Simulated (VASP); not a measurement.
Wanted: the native input for a VASP 6.6.1 run.

```
Task                   : single point
Functional             : PBEsol
Potentials or basis    : VASP PAW PBE potentials, release 64 (Zr_sv, H)
Cutoff                 : 500 eV
k mesh                 : 3 × 3 × 2
Occupations            : methfessel-paxton, width 0.1 eV
Spin                   : no spin polarisation
Dipole correction      : no
Further INCAR settings : ALGO = Normal; EDIFF = 1e-06; NBANDS = 21
```

The structure of ZrH lies in POSCAR:

```
ZrH
1.0
    3.2427920000      0.0000000000      0.0000000000
    0.0000000000      3.2427920000      0.0000000000
    0.0000000000      0.0000000000      4.9480000000
Zr H
2 2
Direct
    0.0000000000      0.5000000000      0.0000000000
    0.5000000000      0.0000000000      0.5000000000
    0.0000000000      0.0000000000      0.7500000000
    0.0000000000      0.0000000000      0.2500000000
```

These files were run (other wordings do the same):

INCAR

```
PREC = Accurate
ENCUT = 500
EDIFF = 1E-6
ISMEAR = 1
SIGMA = 0.1
LREAL = F
LASPH = T
NELM = 120
ALGO = Normal
ISIF = 2
LWAVE = F
LCHARG = F
GGA = PS
NBANDS = 21
GGA_COMPAT = F
```

KPOINTS

```
Automatic mesh
0
Gamma
  3 3 2
```

Potentials or basis: VASP PAW PBE potentials, release 64 (Zr_sv, H).

The run is started by

```console
$ cat potpaw_PBE.64/Zr_sv/POTCAR potpaw_PBE.64/H/POTCAR > POTCAR
$ mpirun -np 1 vasp_std > vasp.out
```

Results of the run:

* Pressure: -2.9 GPa
* Band gap on the k mesh: zero (bands 13 and 14 overlap by 0.73 eV)

Caveat: the k points lie up to 0.65 Å⁻¹ apart, too coarse for converged energies and pressures of a metal; the PAW data sets were made with another functional, which shifts forces and pressure a little.

Wall time 3.9 s on 1 thread of Intel(R) Xeon(R) 6975P-C (Granite Rapids) (shared host), peak memory 0.15 GiB.
